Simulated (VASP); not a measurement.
# SiC (P6_3mc) in VASP: notebook

Aim: see how the results for SiC move with the level of theory and the settings. Levels: b88 exchange, pbe correlation. Tasks: single point.

Everything below comes from runs of VASP 6.6.1. Logs are shortened: lines on timing, memory, paths and dates and some standing lists are left out, and cuts for length are marked.

### 1 The cell of the first run

It takes space group P6_3mc (No. 186, hexagonal). Conventional cell: a = 3.096 Å, b = 3.096 Å, c = 5.081 Å, α = 90.00°, β = 90.00°, γ = 120.00°. Si (site symmetry 3m) has 4 C at 1.88 to 1.96 Å within 2.5 Å. C (site symmetry 3m) has 4 Si at 1.88 to 1.96 Å within 2.5 Å.

### 2 Single point, b88 exchange, pbe correlation

Contents of INCAR:

```
  PREC = Accurate
  ENCUT = 600
  EDIFF = 1E-6
  ISMEAR = -1
  SIGMA = 0.05
  LREAL = F
  LASPH = T
  NELM = 120
  ALGO = Normal
  ISIF = 2
  LWAVE = F
  LCHARG = F
  GGA = LIBXC
  LIBXC1 = GGA_X_B88
  LIBXC2 = GGA_C_PBE
  NBANDS = 16
  GGA_COMPAT = F
```

Contents of KPOINTS:

```
Automatic mesh
0
Gamma
  10 10 5
```

Contents of POSCAR:

```
SiC
1.0
    3.0963714546      0.0000000000      0.0000000000
   -1.5481857273      2.6815363392      0.0000000000
    0.0000000000      0.0000000000      5.0814314379
Si C
2 2
Direct
    0.6666666667      0.3333333333      0.5000000000
    0.3333333333      0.6666666667      0.0000000000
    0.6666666667      0.3333333333      0.8850000000
    0.3333333333      0.6666666667      0.3850000000
```

Potentials or basis: VASP PAW PBE potentials, release 64 (Si, C).

Command:

```bash
$ cat potpaw_PBE.64/Si/POTCAR potpaw_PBE.64/C/POTCAR > POTCAR
$ mpirun -np 1 vasp_std > vasp.out
```

OUTCAR:

```text
PREC = Accurate
   ENCUT = 600
   EDIFF = 1E-6
   ISMEAR = -1
   LREAL = F
   LASPH = T
   NELM = 120
   ISIF = 2
   GGA = LIBXC

 ion  position               nearest neighbor table
   1  0.667  0.333  0.500-   4 1.88   4 1.88   4 1.88   3 1.96   2 3.11   2 3.11   2 3.11   2 3.11
                             2 3.11   2 3.11
   2  0.333  0.667  0.000-   3 1.88   3 1.88   3 1.88   4 1.96   1 3.11   1 3.11   1 3.11   1 3.11
                             1 3.11   1 3.11
   3  0.667  0.333  0.885-   2 1.88   2 1.88   2 1.88   1 1.96
   4  0.333  0.667  0.385-   1 1.88   1 1.88   1 1.88   2 1.96

  LATTYP: Found a hexagonal cell.
 ALAT       =     3.0963714546
 C/A-ratio  =     1.6410923277

  Lattice vectors:

 A1 = (   3.0963714546,   0.0000000000,   0.0000000000)
 A2 = (  -1.5481857273,   2.6815363392,   0.0000000000)
 A3 = (   0.0000000000,   0.0000000000,   5.0814314379)

Analysis of symmetry for initial positions (statically):
=====================================================================
 Subroutine PRICEL returns:
 Original cell was already a primitive cell.

 Routine SETGRP: Setting up the symmetry group for a
 hexagonal supercell.

 Subroutine GETGRP returns: Found 12 space group operations
 (whereof  6 operations were pure point group operations)
 out of a pool of 24 trial point group operations.

The static configuration has the point symmetry C_3v.
 The point group associated with its full space group is C_6v.

Analysis of symmetry for dynamics (positions and initial velocities):
=====================================================================
 Subroutine PRICEL returns:
 Original cell was already a primitive cell.

 Routine SETGRP: Setting up the symmetry group for a
 hexagonal supercell.

 Subroutine GETGRP returns: Found 12 space group operations
 (whereof  6 operations were pure point group operations)
 out of a pool of 24 trial point group operations.

The dynamic configuration has the point symmetry C_3v.
 The point group associated with its full space group is C_6v.

 Subroutine INISYM returns: Found 12 space group operations
 (whereof  6 operations are pure point group operations),
 and found     1 'primitive' translations

----------------------------------------------------------------------------------------

                                     Primitive cell

  volume of cell :      42.1913

  direct lattice vectors                    reciprocal lattice vectors
[... 88 lines left out ...]
   LASPH  =      T    aspherical Exc in radial PAW
   ENCUT  =  600.0 eV  44.10 Ry    6.64 a.u.   6.18  6.18 10.15*2*pi/ulx,y,z
   NELM   =    120;   NELMIN=  2; NELMDL= -5     # of ELM steps
   EDIFF  = 0.1E-05   stopping-criterion for ELM
   LREAL  =      F    real-space projection
   EDIFFG = 0.1E-04   stopping-criterion for IOM
   NSW    =      0    number of steps for IOM
   IBRION =     -1    ionic relax: 0-MD 1-quasi-New 2-CG
   NFREE  =      0    steps in history (QN), initial steepest desc. (CG)
   ISIF   =      2    stress and relaxation
   ISYM   =      2    0-nonsym 1-usesym 2-fastsym
   POTIM  = 0.5000    time-step for ionic-motion
   TEBEG  =    0.0;   TEEND  =   0.0 temperature during run
   PSTRESS=    0.0 pullay stress
   NELECT =      16.0000    total number of electrons
   NUPDOWN=      -1.0000    fix difference up-down
   EMIN   =  10.00;   EMAX   =-10.00  energy-range for DOS
   EFERMI =   0.00;   METHOD = LEGACY
   ISMEAR =    -1;   SIGMA  =   0.05  broadening in eV -4-tet -1-fermi 0-gaus
   EFERMI_NEDOS =   21; number of points for ismear=-14 and -15
   IALGO  =     38    algorithm
   IMIX   =      4    mixing-type and parameters
     AMIX     =   0.40;   BMIX     =  1.00
     AMIX_MAG =   1.60;   BMIX_MAG =  1.00
  volume/ion in A,a.u.               =      10.55        71.18
  Fermi-wavevector in a.u.,A,eV,Ry     =   1.184970  2.239268 19.104662  1.404153
  Thomas-Fermi vector in A             =   2.321173
   LORBIT       =      0    0 simple, 1 ext, 2 COOP (PROOUT), +10 PAW based schemes
   GGA     = LIBXC    functional components
   LHFCALC =     F    Hartree Fock is set to
   AEXX    =    0.0000 exact exchange contribution
   IVDW    =     0    specifies the selected vdW correction
   LEPSILON=     F    determine dielectric tensor
   LRPA    =     F    only Hartree local field effects (RPA)
 non-spin polarized calculation
  energy-cutoff  :      600.00
  volume of cell :       42.19
 maximum number of plane-waves:      1430
 NGX is ok and might be reduce to    28
   NGX = 13   NGY = 13   NGZ = 21

 number of electron      16.0000000 magnetization

 Free energy of the ion-electron system (eV)
  ---------------------------------------------------
  ext. energy  EPLUGINS =         0.00000000
  ---------------------------------------------------
  free energy    TOTEN  =       -29.67872410 eV

  energy without entropy =      -29.67872410  energy(sigma->0) =      -29.67872410

 E-fermi :   9.1298     XC(G=0): -11.2849

 val. band max:        8.1634409780   @ k =   0.0000   0.0000   0.0000
 cond. band min:      10.6785251878   @ k =   0.3000   0.3000   0.0000
 fundamental gap:      2.5150842098
 Fermi energy:         9.1298300487

 k-point     1 :       0.0000    0.0000    0.0000
  band No.  band energies     occupation
      1      -7.4015      2.00000
      2      -3.9796      2.00000
      3      -0.4046      2.00000
      4       6.6176      2.00000
      5       6.6176      2.00000
      6       7.8853      2.00000
[... 433 lines left out ...]
      3      -0.0487      2.00000
      4       1.4020      2.00000
      5       3.4757      2.00000
      6       4.2801      2.00000
[... 8 lines left out ...]
     15      19.3291      0.00000
     16      20.6435      0.00000

 [... further k-points ...]
[... 5 lines left out ...]
  --------------------------------------------------------------------------------------
  -------------------------------------------------------------------------------------
  Total        0.1662163      0.1662163     -0.8782673      0.0000000      0.0000000      0.0000000
  in kB        6.3119203      6.3119203    -33.3514314      0.0000000      0.0000000      0.0000000
  external PRESSURE =      -6.9091969 kB  Pullay stress =       0.0000000 kB

 VOLUME and BASIS-vectors are now :
 -----------------------------------------------------------------------------
  energy-cutoff  :      600.00
  volume of cell :       42.19
      direct lattice vectors                 reciprocal lattice vectors
     3.096371455  0.000000000  0.000000000     0.322958668  0.186460274  0.000000000
    -1.548185727  2.681536339  0.000000000     0.000000000  0.372920548  0.000000000
     0.000000000  0.000000000  5.081431438     0.000000000  0.000000000  0.196794941

 POSITION                                       TOTAL-FORCE (eV/Angst)
 -----------------------------------------------------------------------------------
      1.54819      0.89385      2.54072        -0.000000     -0.000000      0.723330
     -0.00000      1.78769      0.00000         0.000000      0.000000      0.723330
      1.54819      0.89385      4.49707        -0.000000     -0.000000     -0.723330
     -0.00000      1.78769      1.95635         0.000000      0.000000     -0.723330
 -----------------------------------------------------------------------------------
    total drift:                               -0.000000      0.000000      0.000587

  FREE ENERGIE OF THE ION-ELECTRON SYSTEM (eV)
  ---------------------------------------------------
  free  energy   TOTEN  =       -29.6787240967 eV

  energy  without entropy=      -29.6787240967  energy(sigma->0) =      -29.67872410
```

OSZICAR:

```text
N       E                     dE             d eps       ncg     rms          rms(c)
DAV:   1     0.282774184005E+02    0.28277E+02   -0.77945E+03  1344   0.100E+03
DAV:   2    -0.306466190124E+02   -0.58924E+02   -0.53714E+02  1952   0.163E+02
DAV:   3    -0.333367458806E+02   -0.26901E+01   -0.26767E+01  1736   0.317E+01
DAV:   4    -0.333572881998E+02   -0.20542E-01   -0.20539E-01  1672   0.341E+00
DAV:   5    -0.333574926047E+02   -0.20440E-03   -0.20439E-03  1704   0.325E-01    0.123E+01
DAV:   6    -0.297656121676E+02    0.35919E+01   -0.64145E+00  1704   0.155E+01    0.553E+00
DAV:   7    -0.296986239908E+02    0.66988E-01   -0.11036E+00  1896   0.611E+00    0.243E+00
DAV:   8    -0.296804659919E+02    0.18158E-01   -0.47643E-02  1488   0.139E+00    0.608E-01
DAV:   9    -0.296784305744E+02    0.20354E-02   -0.77235E-03  1824   0.590E-01    0.122E-01
DAV:  10    -0.296786999542E+02   -0.26938E-03   -0.94072E-04  1608   0.179E-01    0.552E-02
DAV:  11    -0.296787226355E+02   -0.22681E-04   -0.71634E-05  1592   0.614E-02    0.135E-02
DAV:  12    -0.296787236398E+02   -0.10042E-05   -0.50966E-06  1712   0.146E-02    0.440E-03
DAV:  13    -0.296787240967E+02   -0.45690E-06   -0.53494E-07  1192   0.499E-03
   1 F= -.29678724E+02 E0= -.29678724E+02  d E =-.262050E-10
```

stdout:

```text
POSCAR found type information on POSCAR SiC
 POSCAR found :  2 types and       4 ions
 scaLAPACK will be used
 -----------------------------------------------------------------------------
|                                                                             |
|                                                                             |
|     You enforced a specific xc type in the INCAR file but a different       |
|     I HOPE YOU KNOW WHAT YOU ARE DOING!                                     |
|                                                                             |
 -----------------------------------------------------------------------------

 LDA part: xc-table for (None,None), standard interpolation
 POSCAR, INCAR and KPOINTS ok, starting setup
 FFT: planning ... GRIDC
 FFT: planning ... GRID_SOFT
 FFT: planning ... GRID
 WAVECAR not read
 entering main loop
```

It took 21 s on 1 thread of AMD EPYC 9R45 (Zen 5), shared host; peak memory 0.15 GiB.

What came out:

```yaml
Free_energy: -29.6787 eV
Pressure: -0.7 GPa
Largest_force: 0.723 eV/Å
Band_gap_on_the_k_mesh: 2.52 eV (least direct gap 4.04 eV)
```

Forces in eV/Å, atoms in the order of the input:
```
Si   0.000  0.000  0.723
Si   0.000  0.000  0.723
C    0.000  0.000 -0.723
C    0.000  0.000 -0.723
```

Stress tensor (GPa, compression positive):
```
 0.63  0.00  0.00
 0.00  0.63  0.00
 0.00  0.00 -3.34
```

Caveat: the PAW data sets were made with another functional, which shifts forces and pressure a little; an odd mesh through Γ misses points on the zone boundary, where band edges can lie.

### 3 Single point, b88 exchange, pbe correlation

This run uses another cell than the first one, of 10.75 Å³/atom.

Contents of INCAR:

```
PREC = Accurate ; ENCUT = 600
EDIFF = 1E-6 ; ISMEAR = -1
SIGMA = 0.05 ; LREAL = F
LASPH = T ; NELM = 120
ALGO = Normal ; ISIF = 2
LWAVE = F ; LCHARG = F
GGA = LIBXC ; LIBXC1 = GGA_X_B88
LIBXC2 = GGA_C_PBE ; NBANDS = 16
GGA_COMPAT = F
```

Contents of KPOINTS:

```
regular mesh
0
Gamma
  10 10 5
```

Contents of POSCAR:

```
SiC
1.0
    3.1164783262      0.0000000000      0.0000000000
   -1.5582391631      2.6989494007      0.0000000000
    0.0000000000      0.0000000000      5.1144286705
Si C
2 2
Direct
    0.6666666667      0.3333333333      0.5000000000
    0.3333333333      0.6666666667      0.0000000000
    0.6666666667      0.3333333333      0.8850000000
    0.3333333333      0.6666666667      0.3850000000
```

Potentials or basis: VASP PAW PBE potentials, release 64 (Si, C).

Command:

```bash
$ cat potpaw_PBE.64/Si/POTCAR potpaw_PBE.64/C/POTCAR > POTCAR
$ mpirun -np 1 vasp_std > vasp.out
```

Run time: 22 s. Hardware: 1 thread of AMD EPYC 9R45 (Zen 5), shared host; peak memory 0.15 GiB.

Results (log left out):

```
Free energy            : -29.6657 eV
Pressure               : -4.6 GPa
Largest force          : 0.695 eV/Å
Band gap on the k mesh : 2.52 eV (least direct gap 4.00 eV)
```

Forces in eV/Å, atoms in the order of the input:
```
Si   0.000  0.000  0.695
Si   0.000  0.000  0.695
C    0.000  0.000 -0.695
C    0.000  0.000 -0.695
```

Stress tensor (GPa, compression positive):
```
-3.54  0.00  0.00
 0.00 -3.54  0.00
 0.00  0.00 -6.79
```

Levels at points of the mesh, in eV from the valence-band top:
| k point | band 4 | band 5 | band 6 | band 7 | band 8 | band 9 | band 10 | band 11 | band 12 | band 13 |
| --- | --- | --- | --- | --- | --- | --- | --- | --- | --- | --- |
| (0.00, 0.00, 0.00) | -1.54 | -1.54 | -0.28 | -0.28 | 0.00 | 4.29 | 5.60 | 6.29 | 6.29 | 7.22 |
| (0.50, 0.00, 0.00) | -6.46 | -5.28 | -3.46 | -3.14 | -1.48 | 2.52 | 4.14 | 6.44 | 7.07 | 9.36 |

Caveat: the cell stands under tension; the PAW data sets were made with another functional, which shifts forces and pressure a little; an odd mesh through Γ misses points on the zone boundary, where band edges can lie.

### 4 Single point, b88 exchange, pbe correlation

This run uses another cell than the first one, of 10.96 Å³/atom.

Contents of INCAR:

```
SYSTEM = SiC
PREC = Accurate
ENCUT = 600
EDIFF = 1E-6
ISMEAR = -1
SIGMA = 0.05
LREAL = .FALSE.
LASPH = .TRUE.
NELM = 120
ALGO = Normal
ISIF = 2
LWAVE = .FALSE.
LCHARG = .FALSE.
GGA = LIBXC
LIBXC1 = GGA_X_B88
LIBXC2 = GGA_C_PBE
NBANDS = 16
GGA_COMPAT = .FALSE.
```

Contents of KPOINTS:

```
Automatic mesh
0
G
  10 10 5
  0 0 0
```

Contents of POSCAR:

```
SiC
1.0
    3.1363290418      0.0000000000      0.0000000000
   -1.5681645209      2.7161406248      0.0000000000
    0.0000000000      0.0000000000      5.1470055276
Si C
2 2
Direct
    0.6666666667      0.3333333333      0.5000000000
    0.3333333333      0.6666666667      0.0000000000
    0.6666666667      0.3333333333      0.8850000000
    0.3333333333      0.6666666667      0.3850000000
```

Command:

```bash
$ cat potpaw_PBE.64/Si/POTCAR potpaw_PBE.64/C/POTCAR > POTCAR
$ mpirun -np 1 vasp_std > vasp.out
```

Run time: 21 s. Hardware: 1 thread of AMD EPYC 9R45 (Zen 5), shared host; peak memory 0.15 GiB.

Results (log left out):

```yaml
Free_energy: -29.6332 eV
Pressure: -8.2 GPa
Largest_force: 0.667 eV/Å
Band_gap_on_the_k_mesh: 2.49 eV (least direct gap 3.96 eV)
```

Forces in eV/Å, atoms in the order of the input:
```
Si   0.000  0.000  0.667
Si   0.000  0.000  0.667
C    0.000  0.000 -0.667
C    0.000  0.000 -0.667
```

Stress tensor (GPa, compression positive):
```
-7.32  0.00  0.00
 0.00 -7.32  0.00
 0.00  0.00 -9.91
```

Levels at points of the mesh, in eV from the valence-band top:
| k point | band 6 | band 7 | band 8 | band 9 | band 10 | band 11 |
| --- | --- | --- | --- | --- | --- | --- |
| (0.00, 0.00, 0.00) | -0.28 | -0.28 | 0.00 | 4.13 | 5.40 | 6.18 |
| (0.50, 0.00, 0.00) | -3.42 | -3.09 | -1.47 | 2.49 | 4.12 | 6.29 |

Caveat: the cell stands under tension; the PAW data sets were made with another functional, which shifts forces and pressure a little; an odd mesh through Γ misses points on the zone boundary, where band edges can lie.

### 5 Overview

```csv
cell,gap on the mesh (eV),pressure (GPa),largest force (eV/Å)
"a = 3.096, b = 3.096, c = 5.081 Å, angles 90.0, 90.0, 120.0°, 4 atoms",2.52,-0.7,0.72
"a = 3.116, b = 3.116, c = 5.114 Å, angles 90.0, 90.0, 120.0°, 4 atoms",2.52,-4.6,0.69
"a = 3.136, b = 3.136, c = 5.147 Å, angles 90.0, 90.0, 120.0°, 4 atoms",2.49,-8.2,0.67
```

Alike in all rows: task single point; level b88 exchange, pbe correlation; potentials or basis VASP PAW PBE potentials, release 64 (Si, C); no spin polarisation; k mesh 10 × 10 × 5; cutoff (eV) 600; smearing fermi-dirac 0.05 eV.

Caveats: the PAW data sets were made with another functional, which shifts forces and pressure a little; an odd mesh through Γ misses points on the zone boundary, where band edges can lie; the cell stands under tension (at least some runs).

Total energies depend on the potentials used, so only differences within one code and one set of settings carry meaning.
